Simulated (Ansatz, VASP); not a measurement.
# One calculation of Be3Te4, two programs

Contents of INCAR:

```
SYSTEM = Be3Te4
  PREC = Accurate
  ENCUT = 600
  EDIFF = 1E-7
  ISMEAR = 0
  SIGMA = 0.2
  LREAL = .False.
  LASPH = .True.
  NELM = 120
  ALGO = Normal
  ISIF = 3
  LWAVE = .False.
  LCHARG = .False.
  GGA = PE
  IBRION = 2
  NSW = 36
  EDIFFG = -0.08
  GGA_COMPAT = .False.
  NELMIN = 4
```

KPOINTS

```
regular mesh
0
Gamma
  3 3 3
  0 0 0
```

The input POSCAR:

```
Be3Te4
1.0
    5.0596315400      0.0000000000      0.0000000000
    0.0000000000      5.0596315400      0.0000000000
    0.0000000000      0.0000000000      5.0596315400
Be Te
3 4
Direct
    0.5000000000      0.5000000000      0.0000000000
    0.0000000000      0.5000000000      0.5000000000
    0.5000000000      0.0000000000      0.5000000000
    0.5000000000      0.5000000000      0.5000000000
    0.5000000000      0.0000000000      0.0000000000
    0.0000000000      0.5000000000      0.0000000000
    0.0000000000      0.0000000000      0.5000000000
```

Input for Ansatz:

```yaml
crystal:
  lattice:
    - [5.05963154, 0.0, 0.0]
    - [0.0, 5.05963154, 0.0]
    - [0.0, 0.0, 5.05963154]
  atoms:
    - { symbol: Be, position: [0.5, 0.5, 0.0] }
    - { symbol: Be, position: [0.0, 0.5, 0.5] }
    - { symbol: Be, position: [0.5, 0.0, 0.5] }
    - { symbol: Te, position: [0.5, 0.5, 0.5] }
    - { symbol: Te, position: [0.5, 0.0, 0.0] }
    - { symbol: Te, position: [0.0, 0.5, 0.0] }
    - { symbol: Te, position: [0.0, 0.0, 0.5] }
basis:
  ecutwfc: 420
kpoints:
  mp_grid: { grid: [3, 3, 3] }
hamiltonian:
  xc: pbe
scf:
  occupations: { method: gaussian, width: 0.2 }
  lower_state_search: "off"
output:
  forces: true
  stress: true
  eigenvalues: true
relax:
  adjacent_minimum: "off"
  f_tol: 0.08
  max_steps: 16
  cell: { stress_tol: 0.8 }
```

Change from the starting cell: species swapped into the W3N4 type (Pm-3m, No. 221).

Alike in both runs: task relaxation of cell and atoms; functional PBE; k mesh 3 × 3 × 3; occupations gaussian, width 0.2 eV; no spin polarisation.

|  | VASP | Ansatz |
| --- | --- | --- |
| version | VASP 6.6.1 | Ansatz 0.2.0 |
| potentials or method | VASP PAW PBE potentials, release 64 (Be, Te), cutoff 600 eV | scalar-relativistic, plane waves, PAW |
| valence electrons in the cell | 30 | 70 |

VASP gave:

* gap on the k mesh at the Fermi level, each at its own relaxed structure (eV): none
* relaxed volume (Å³/atom): 20.76
* relaxed cell length with the largest relative difference (Å): 5.258

Task: What did Ansatz give for the same quantities?

Result: gap on the k mesh at the Fermi level, each at its own relaxed structure (eV): none; relaxed volume (Å³/atom): 20.86; relaxed cell length with the largest relative difference (Å): 5.266.

A gap of «none» marks a metal or a gap that the smearing closes. VASP's potentials hold 30 valence electrons a cell and Ansatz's 70, so a difference there can come from the potentials and not from the codes.

The k mesh is coarse, so the values compare programs but aren't converged. Spin-orbit coupling is off throughout.
